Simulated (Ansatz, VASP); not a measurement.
CdAg4: VASP beside Ansatz

File INCAR:

```
PREC = Accurate ; ENCUT = 520
EDIFF = 1E-6 ; ISMEAR = -1
SIGMA = 0.05 ; LREAL = F
LASPH = T ; NELM = 80
ALGO = Normal ; ISIF = 2
LWAVE = F ; LCHARG = F
LDIPOL = T ; IDIPOL = 3
DIPOL = 0.5 0.5 0.500 ; NBANDS = 36
```

KPOINTS

```
Automatic mesh
0
Gamma
  13 13 1
```

File POSCAR:

```
CdAg4
1.0
    2.8284417091      0.0000000000      0.0000000000
   -1.4142208546      2.4495023732      0.0000000000
    0.0000000000      0.0000000000     25.2377000000
Ag Cd
4 1
Direct
    0.8333333333      0.1666666667      0.3170187853
    0.1666666667      0.8333333333      0.4083699060
    0.8333333333      0.1666666667      0.5916300942
    0.1666666667      0.8333333333      0.6829812142
    0.5000000000      0.5000000000      0.5000000003
```

Input for Ansatz:

```yaml
crystal:
  lattice:
    - [2.8284417091, 0.0, 0.0]
    - [-1.4142208546, 2.4495023732, 0.0]
    - [0.0, 0.0, 25.2377]
  atoms:
    - { symbol: Ag, position: [0.8333333333, 0.1666666667, 0.3170187853] }
    - { symbol: Ag, position: [0.1666666667, 0.8333333333, 0.408369906] }
    - { symbol: Cd, position: [0.5, 0.5, 0.5000000003] }
    - { symbol: Ag, position: [0.8333333333, 0.1666666667, 0.5916300942] }
    - { symbol: Ag, position: [0.1666666667, 0.8333333333, 0.6829812142] }
kpoints:
  mp_grid: { grid: [13, 13, 1] }
scf:
  occupations: { method: fermi_dirac, width: 0.05 }
hamiltonian:
  xc: lda
  pseudopotentials: { kind: paw }
output:
  forces: true
  stress: true
  eigenvalues: true
efield:
  axis: 3
  amplitude: 0
  dipole_correction: true
```

Alike in both runs: task single point; functional LDA; k mesh 13 × 13 × 1; occupations fermi-dirac, width 0.05 eV; no spin polarisation.

|  | VASP | Ansatz |
| --- | --- | --- |
| version | VASP 6.6.1 | Ansatz 0.2.0 |
| potentials or method | VASP PAW LDA potentials, release 64 (Ag, Cd) | PAW with Ansatz's default frozen-core files, scalar-relativistic |
| plane-wave cutoff (eV) | 520 | 420 |
| valence electrons in the cell | 56 | 96 |

Ansatz gave:

* rms of the force components (eV/Å): 0.135

Task: Estimate VASP's values.

Result: rms of the force components (eV/Å): 0.154.

LDA's correlation is that of Perdew and Zunger in VASP and of Perdew and Wang (1992) in Ansatz. VASP's potentials hold 56 valence electrons a cell and Ansatz's 96, so a difference there can come from the potentials and not from the codes.
